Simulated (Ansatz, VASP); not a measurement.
**Zn4Se3S: VASP beside Ansatz**

```
Zn Se S
1.0
     4.01680    0.00000    0.00000
     0.00000    8.03837    0.00000
     0.00000    0.00000    5.62502
Zn Se S
4 3 1
Direct
  0.00000 0.74101 0.99351
  0.50000 0.50000 0.51792
  0.00000 0.25899 0.99351
  0.50000 0.00000 0.49456
  0.50000 0.74480 0.25015
  0.50000 0.25520 0.25015
  0.00000 0.00000 0.75067
  0.00000 0.50000 0.74953
```

Alike in both runs: functional PBE; k mesh 4 × 2 × 4; occupations gaussian, width 0.1 eV; no spin polarisation.

Ansatz relaxed the structure, and its values are those at the end. VASP's run is a single point on that final structure, the one shown.

|  | VASP | Ansatz |
| --- | --- | --- |
| version | VASP 6.6.1 | Ansatz 0.2.0 |
| potentials or method | VASP PAW PBE potentials, release 64 (Zn, Se, S), cutoff 520 eV | scalar-relativistic, plane waves, PAW |
| valence electrons in the cell | 72 | 102 |

|  | VASP | Ansatz | Ansatz less VASP |
| --- | --- | --- | --- |
| gap on the k mesh at the Fermi level (eV) | 1.28 | 1.28 | -0.001 |
| least direct gap on the mesh (eV) | 1.28 | 1.28 | -0.001 |
| pressure (GPa) | 0.2 | 0.0 | -0.19 |
| rms of the force components (eV/Å) | 0.005 | 0.005 | -0.0004 |

The functional is the same, so the differences come from potentials, cutoffs and numerics. VASP's potentials hold 72 valence electrons a cell and Ansatz's 102, so a difference there can come from the potentials and not from the codes.
